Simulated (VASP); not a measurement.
Set up this calculation in VASP 6.6.1, as the native input.

| Item | Value |
| --- | --- |
| Task | single point |
| Functional | PBE |
| Potentials or basis | VASP PAW PBE potentials, release 64 (Cd, Te) |
| Cutoff | 520 eV |
| k mesh | 8 × 8 × 8 |
| Occupations | gaussian, width 0.05 eV |
| Spin | no spin polarisation |
| Dipole correction | no |
| Further INCAR settings | ALGO = Normal; EDIFF = 1e-06; NBANDS = 16 |

The structure of CdTe lies in POSCAR:

```
CdTe
1.0
    0.0000000000      3.2050000000      3.3973000000
    3.2050000000      0.0000000000      3.3973000000
    3.2050000000      3.2050000000      0.0000000000
Cd Te
1 1
Direct
    0.0000000000      0.0000000000      0.0000000000
    0.7500000000      0.7500000000      0.7500000000
```

This cell differs from its parent crystal: strain +0.0600 x Voigt [0, 0, 1, 0, 0, 0].

These files were run (other wordings do the same):

INCAR

```
SYSTEM = CdTe
ALGO     = Normal         ! electronic algorithm
EDIFF    = 1E-6           ! SCF threshold, eV
ENCUT    = 520            ! plane-wave cutoff, eV
GGA      = PE             ! functional
ISIF     = 2              ! what is computed and relaxed
ISMEAR   = 0              ! smearing method
LASPH    = .True.         ! aspherical terms in the spheres
LCHARG   = .False.        ! write CHGCAR
LREAL    = .False.        ! projectors in reciprocal space
LWAVE    = .False.        ! write WAVECAR
NBANDS   = 16             ! bands
NELM     = 100            ! most SCF steps
PREC     = Accurate       ! precision mode
SIGMA    = 0.05           ! smearing width, eV
```

KPOINTS

```
k-points
0
Gamma
  8 8 8
  0 0 0
```

Potentials or basis: VASP PAW PBE potentials, release 64 (Cd, Te).

The run is started by

```bash
$ cat potpaw_PBE.64/Cd/POTCAR potpaw_PBE.64/Te/POTCAR > POTCAR
$ mpirun -np 1 vasp_std > vasp.out
```

It gave:

- Pressure: 1.5 GPa
- Band gap on the k mesh: 0.61 eV

Caveat: the cell differs from its parent crystal (strain +0.0600 x Voigt [0, 0, 1, 0, 0, 0]); spin-orbit coupling is left out, which moves the levels of the heavy elements.

Run time: 20 s on 1 thread of Intel(R) Xeon(R) 6975P-C (Granite Rapids), with other jobs on the host, peak memory 0.24 GiB.
